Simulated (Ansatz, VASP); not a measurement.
**One calculation of KBr, two programs**

The input INCAR:

```
SYSTEM = KBr
PREC = Accurate
ENCUT = 500
EDIFF = 1E-6
ISMEAR = 0
SIGMA = 0.05
LREAL = .False.
LASPH = .True.
NELM = 120
ALGO = Normal
ISIF = 2
LWAVE = .False.
LCHARG = .False.
GGA = PS
NBANDS = 15
GGA_COMPAT = .False.
```

Contents of KPOINTS:

```
Automatic mesh
0
Gamma
  8 8 8
  0 0 0
```

The input POSCAR:

```
KBr
1.0
    0.0000000000      3.3007094617      3.3007094617
    3.3007094617      0.0000000000      3.3007094617
    3.3007094617      3.3007094617      0.0000000000
K Br
1 1
Direct
    0.0000000000      0.0000000000      0.0000000000
    0.5000000000      0.5000000000      0.5000000000
```

Input for Ansatz:

```yaml
crystal:
  lattice:
    - [0.0, 3.3007094617, 3.3007094617]
    - [3.3007094617, 0.0, 3.3007094617]
    - [3.3007094617, 3.3007094617, 0.0]
  atoms:
    - { symbol: K, position: [0.0, 0.0, 0.0] }
    - { symbol: Br, position: [0.5, 0.5, 0.5] }
basis:
  ecutwfc: 420
  ecutrho_ratio: 4
kpoints:
  mp_grid: { grid: [8, 8, 8] }
hamiltonian:
  xc: pbesol
scf:
  occupations: { method: gaussian, width: 0.05 }
output:
  forces: true
  stress: true
  eigenvalues: true
```

Alike in both runs: task single point; functional PBEsol; k mesh 8 × 8 × 8; occupations gaussian, width 0.05 eV; no spin polarisation.

```csv
,VASP,Ansatz
version,VASP 6.6.1,Ansatz 0.2.0
potentials or method,"VASP PAW PBE potentials, release 64 (K_sv, Br), cutoff 500 eV","scalar-relativistic, plane waves, PAW"
valence electrons in the cell,16,16
```

```tsv
	VASP	Ansatz	Ansatz less VASP
gap on the k mesh at the Fermi level (eV)	4.28	4.28	+0.003
least direct gap on the mesh (eV)	4.28	4.28	+0.003
pressure (GPa)	-0.3	-0.3	-0.04
```

VASP's potentials were made for PBE, not for PBEsol.
